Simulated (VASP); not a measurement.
# Al2O3 (R-3c) in VASP: a series of runs

Runs on Al2O3. Level: PBE. Tasks: single point, relaxation of cell and atoms.

All numbers are computed with VASP 6.6.1; they aren't measurements. Logs are shortened: lines on timing, memory, paths and dates and some standing lists are left out, and cuts for length are marked.

**Measured values to compare with.**

From “Multi-petahertz electron interference in Cr:Al2O3 solid-state material”, 2018, pmc:5906618, for a bulk crystal of Al2O3: band gap 8.7 eV (optical).

The runs below are set against these values where they give the same quantity.

## 1. The cell of the first run

The structure is trigonal, space group R-3c (No. 167). The conventional cell has a = 4.757 Å, b = 4.757 Å, c = 12.988 Å, α = 90.00°, β = 90.00°, γ = 120.00°. Al (site symmetry 3) has 6 O at 1.85 to 1.97 Å within 2.5 Å. Within 2.9 Å of O (site symmetry 2) lie 4 Al at 1.85 to 1.97 Å and 12 O at 2.52 to 2.86 Å.

## 2. Single point, PBE

File INCAR:

```
SYSTEM = Al2O3
PREC = Accurate
ENCUT = 520
EDIFF = 1E-6
ISMEAR = 0
SIGMA = 0.1
LREAL = .FALSE.
LASPH = .TRUE.
NELM = 100
ALGO = Normal
ISIF = 2
LWAVE = .FALSE.
LCHARG = .FALSE.
GGA = PE
NBANDS = 35
```

File KPOINTS:

```
Automatic mesh
0
G
  6 6 6
  0 0 0
```

File POSCAR:

```
Al2O3
1.0
    2.3785015489      1.3732285095      4.3292300000
   -2.3785015489      1.3732285095      4.3292300000
    0.0000000000     -2.7464570191      4.3292300000
Al O
4 6
Direct
    0.8521800000      0.8521800000      0.8521800000
    0.6478200000      0.6478200000      0.6478200000
    0.1478200000      0.1478200000      0.1478200000
    0.3521800000      0.3521800000      0.3521800000
    0.0562500000      0.4437500000      0.7500000000
    0.7500000000      0.0562500000      0.4437500000
    0.4437500000      0.7500000000      0.0562500000
    0.9437500000      0.5562500000      0.2500000000
    0.2500000000      0.9437500000      0.5562500000
    0.5562500000      0.2500000000      0.9437500000
```

Potentials or basis: VASP PAW PBE potentials, release 64 (Al, O).

Run with:

```bash
> cat potpaw_PBE.64/Al/POTCAR potpaw_PBE.64/O/POTCAR > POTCAR
> mpirun -np 1 vasp_std > vasp.out
```

OUTCAR:

```text
SYSTEM = Al2O3
   PREC = Accurate
   ENCUT = 520
   EDIFF = 1E-6
   ISMEAR = 0
   LREAL = .FALSE.
   LASPH = .TRUE.
   NELM = 100
   ISIF = 2
   GGA = PE

 ion  position               nearest neighbor table
   1  0.852  0.852  0.852-  10 1.85   9 1.85   8 1.85   7 1.97   5 1.97   6 1.97   2 2.65   3 2.79
                             3 2.79   3 2.79   2 3.22   2 3.22   2 3.22
   2  0.648  0.648  0.648-   9 1.85  10 1.85   8 1.85   6 1.97   5 1.97   7 1.97   1 2.65   4 2.79
                             4 2.79   4 2.79   1 3.22   1 3.22   1 3.22
   3  0.148  0.148  0.148-   7 1.85   6 1.85   5 1.85  10 1.97   8 1.97   9 1.97   4 2.65   1 2.79
                             1 2.79   1 2.79   4 3.22   4 3.22   4 3.22
   4  0.352  0.352  0.352-   6 1.85   7 1.85   5 1.85   9 1.97   8 1.97  10 1.97   3 2.65   2 2.79
                             2 2.79   2 2.79   3 3.22   3 3.22   3 3.22
   5  0.056  0.444  0.750-   3 1.85   4 1.85   1 1.97   2 1.97
   6  0.750  0.056  0.444-   4 1.85   3 1.85   2 1.97   1 1.97
   7  0.444  0.750  0.056-   3 1.85   4 1.85   1 1.97   2 1.97
   8  0.944  0.556  0.250-   1 1.85   2 1.85   3 1.97   4 1.97
   9  0.250  0.944  0.556-   2 1.85   1 1.85   4 1.97   3 1.97
  10  0.556  0.250  0.944-   1 1.85   2 1.85   3 1.97   4 1.97

  LATTYP: Found a trigonal (rhomboedric) cell.
 ALAT       =     5.1269151105
 COS(alpha) =     0.5695481095

  Lattice vectors:

 A1 = (   2.3785015489,   1.3732285095,   4.3292300000)
 A2 = (  -2.3785015489,   1.3732285095,   4.3292300000)
 A3 = (   0.0000000000,  -2.7464570191,   4.3292300000)

Analysis of symmetry for initial positions (statically):
=====================================================================
 Subroutine PRICEL returns:
 Original cell was already a primitive cell.

 Routine SETGRP: Setting up the symmetry group for a
 trigonal (rhombohedral) supercell.

 Subroutine GETGRP returns: Found 12 space group operations
 (whereof  6 operations were pure point group operations)
 out of a pool of 12 trial point group operations.

The static configuration has the point symmetry S_6 .
 The point group associated with its full space group is D_3d.

Analysis of symmetry for dynamics (positions and initial velocities):
=====================================================================
 Subroutine PRICEL returns:
 Original cell was already a primitive cell.

 Routine SETGRP: Setting up the symmetry group for a
 trigonal (rhombohedral) supercell.

 Subroutine GETGRP returns: Found 12 space group operations
 (whereof  6 operations were pure point group operations)
[... 124 lines left out ...]
   NFREE  =      0    steps in history (QN), initial steepest desc. (CG)
   ISIF   =      2    stress and relaxation
   ISYM   =      2    0-nonsym 1-usesym 2-fastsym
   POTIM  = 0.5000    time-step for ionic-motion
   TEBEG  =    0.0;   TEEND  =   0.0 temperature during run
   PSTRESS=    0.0 pullay stress
   NELECT =      48.0000    total number of electrons
   NUPDOWN=      -1.0000    fix difference up-down
   EMIN   =  10.00;   EMAX   =-10.00  energy-range for DOS
   EFERMI =   0.00;   METHOD = LEGACY
   ISMEAR =     0;   SIGMA  =   0.10  broadening in eV -4-tet -1-fermi 0-gaus
   EFERMI_NEDOS =   21; number of points for ismear=-14 and -15
   IALGO  =     38    algorithm
   IMIX   =      4    mixing-type and parameters
     AMIX     =   0.40;   BMIX     =  1.00
     AMIX_MAG =   1.60;   BMIX_MAG =  1.00
  volume/ion in A,a.u.               =       8.48        57.25
  Fermi-wavevector in a.u.,A,eV,Ry     =   1.354002  2.558692 24.943839  1.833320
  Thomas-Fermi vector in A             =   2.481210
   LORBIT       =      0    0 simple, 1 ext, 2 COOP (PROOUT), +10 PAW based schemes
   GGA     = PE    functional components
   LHFCALC =     F    Hartree Fock is set to
   AEXX    =    0.0000 exact exchange contribution
   IVDW    =     0    specifies the selected vdW correction
   LEPSILON=     F    determine dielectric tensor
   LRPA    =     F    only Hartree local field effects (RPA)
 non-spin polarized calculation
 Gauss-broadening in eV      SIGMA  =   0.10
  energy-cutoff  :      520.00
  volume of cell :       84.84
 maximum number of plane-waves:      2304
 NGX is ok and might be reduce to    40
   NGX = 19   NGY = 19   NGZ = 19

 number of electron      48.0000013 magnetization

 Free energy of the ion-electron system (eV)
  ---------------------------------------------------
  ext. energy  EPLUGINS =         0.00000000
  ---------------------------------------------------
  free energy    TOTEN  =       -74.74376575 eV

  energy without entropy =      -74.74376575  energy(sigma->0) =      -74.74376575

 E-fermi :   6.6113     XC(G=0): -11.6956

 val. band max:        6.1582105614   @ k =   0.0000   0.0000   0.0000
 cond. band min:      12.4068594527   @ k =   0.0000   0.0000   0.0000
 fundamental gap:      6.2486488913
 Fermi energy:         6.6113390103

 k-point     1 :       0.0000    0.0000    0.0000
  band No.  band energies     occupation
      1     -13.0971      2.00000
      2     -10.7563      2.00000
      3     -10.4732      2.00000
      4     -10.4732      2.00000
      5     -10.1550      2.00000
      6     -10.1550      2.00000
[... 901 lines left out ...]
     34      19.5982      0.00000
     35      19.7501      0.00000

 [... further k-points ...]
[... 5 lines left out ...]
  --------------------------------------------------------------------------------------
  -------------------------------------------------------------------------------------
  Total        4.2606227      4.2606227      3.8292144      0.0000000     -0.0000000      0.0000000
  in kB       80.4591603     80.4591603     72.3122894      0.0000000     -0.0000000      0.0000000
  external PRESSURE =      77.7435367 kB  Pullay stress =       0.0000000 kB

 VOLUME and BASIS-vectors are now :
 -----------------------------------------------------------------------------
  energy-cutoff  :      520.00
  volume of cell :       84.84
      direct lattice vectors                 reciprocal lattice vectors
     2.378501549  1.373228510  4.329230000     0.210216386  0.121368487  0.076995986
    -2.378501549  1.373228510  4.329230000    -0.210216386  0.121368487  0.076995986
     0.000000000 -2.746457019  4.329230000     0.000000000 -0.242736974  0.076995986

 POSITION                                       TOTAL-FORCE (eV/Angst)
 -----------------------------------------------------------------------------------
      0.00000     -0.00000     11.06785        -0.000000      0.000000     -0.024629
      0.00000     -0.00000      8.41369        -0.000000     -0.000000      0.024629
      0.00000     -0.00000      1.91984        -0.000000     -0.000000      0.024629
      0.00000     -0.00000      4.57400        -0.000000      0.000000     -0.024629
     -0.92167     -1.37323      5.41154         0.024013      0.000000     -0.000000
      1.65009     -0.11157      5.41154        -0.012006      0.020795     -0.000000
     -0.72842      1.48480      5.41154        -0.012006     -0.020795     -0.000000
      0.92167      1.37323      7.57615        -0.024013     -0.000000     -0.000000
     -1.65009      0.11157      7.57615         0.012006     -0.020795     -0.000000
      0.72842     -1.48480      7.57615         0.012006      0.020795     -0.000000
 -----------------------------------------------------------------------------------
    total drift:                                0.000000     -0.000000     -0.000000

  FREE ENERGIE OF THE ION-ELECTRON SYSTEM (eV)
  ---------------------------------------------------
  free  energy   TOTEN  =       -74.7437657509 eV

  energy  without entropy=      -74.7437657509  energy(sigma->0) =      -74.74376575
```

stdout:

```text
POSCAR found type information on POSCAR AlO
 POSCAR found :  2 types and      10 ions
 scaLAPACK will be used
 LDA part: xc-table for (Slater+PW92), standard interpolation
 POSCAR, INCAR and KPOINTS ok, starting setup
 FFT: planning ... GRIDC
 FFT: planning ... GRID_SOFT
 FFT: planning ... GRID
 WAVECAR not read
 entering main loop
```

Run time: 44 s. Hardware: 1 thread of Intel Xeon 6975P-C (Granite Rapids), shared host; peak memory 0.26 GiB.

What came out:

| Property | Result |
| --- | --- |
| Free energy | -74.7438 eV |
| Pressure | 7.8 GPa |
| Largest force | 0.025 eV/Å |
| Band gap on the k mesh | 6.25 eV |

Forces on the atoms (eV/Å):
```
Al   0.000  0.000 -0.025
Al   0.000  0.000  0.025
Al   0.000  0.000  0.025
Al   0.000  0.000 -0.025
O    0.024  0.000  0.000
O   -0.012  0.021  0.000
O   -0.012 -0.021  0.000
O   -0.024  0.000  0.000
O    0.012 -0.021  0.000
O    0.012  0.021  0.000
```

Stress tensor (GPa, compression positive):
```
8.05 0.00 0.00
0.00 8.05 0.00
0.00 0.00 7.23
```

Levels at points of the mesh, in eV from the valence-band top:
```
           k point  band 22  band 23  band 24  band 25  band 26  band 27
(0.00, 0.00, 0.00)    -0.04    -0.04     0.00     6.25     9.16    10.77
(0.50, 0.00, 0.00)    -0.91    -0.27    -0.27     9.49     9.49     9.67
(0.50, 0.50, 0.00)    -0.91    -0.74    -0.25     9.65     9.75     9.96
(0.50, 0.50, 0.50)    -0.37    -0.37    -0.37     8.70     8.70    11.11
```

Caveat: the cell stands under pressure. Expect the measured gap to be larger: semilocal functionals such as PBE lack the derivative discontinuity.

(Part 1 of 3 ends here.)
